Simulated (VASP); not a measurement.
Input of a VASP 6.6.1 run:

Contents of POSCAR:

```
GaSb3
1.0
    4.6839160343      0.0000000000      0.0000000000
    0.0000000000      4.6839160343      0.0000000000
    0.0000000000      0.0000000000      4.6839160343
Ga Sb
1 3
Direct
    0.0000000000      0.0000000000      0.0000000000
    0.0000000000      0.5000000000      0.5000000000
    0.5000000000      0.0000000000      0.5000000000
    0.5000000000      0.5000000000      0.0000000000
```

Contents of INCAR.step1:

```
PREC = Accurate
ENCUT = 520
ISMEAR = 0
SIGMA = 0.1
LREAL = False
LASPH = True
NELM = 60
NBANDS = 22
GGA = PE
ALGO = Normal
EDIFF = 1E-4
LWAVE = True
LCHARG = False
```

INCAR.step2

```
PREC = Accurate
ENCUT = 520
EDIFF = 1E-6
ISMEAR = 0
SIGMA = 0.1
LREAL = False
LASPH = True
NELM = 60
ALGO = Normal
ISIF = 2
LWAVE = False
LCHARG = False
METAGGA = R2SCAN
LMIXTAU = True
NBANDS = 22
ISTART = 1
```

KPOINTS

```
regular mesh
0
Gamma
  4 4 4
```

Potentials or basis: VASP PAW PBE potentials, release 64 (Ga_d, Sb).

Launch:

```console
$ cat potpaw_PBE.64/Ga_d/POTCAR potpaw_PBE.64/Sb/POTCAR > POTCAR
$ cp INCAR.step1 INCAR
$ mpirun -np 1 vasp_std > vasp.out
$ cp INCAR.step2 INCAR
$ mpirun -np 1 vasp_std > vasp.out
```

Q: Estimate the band gap on the k mesh.

A: Zero (band 14 reaches 11.76 eV, above the bottom of band 15 at 6.35 eV).

Q: Predict the pressure.

A: 0.6 GPa.

Caveat: the PAW data sets were made with another functional, which shifts forces and pressure a little; spin-orbit coupling is left out, which moves the levels of the heavy elements.
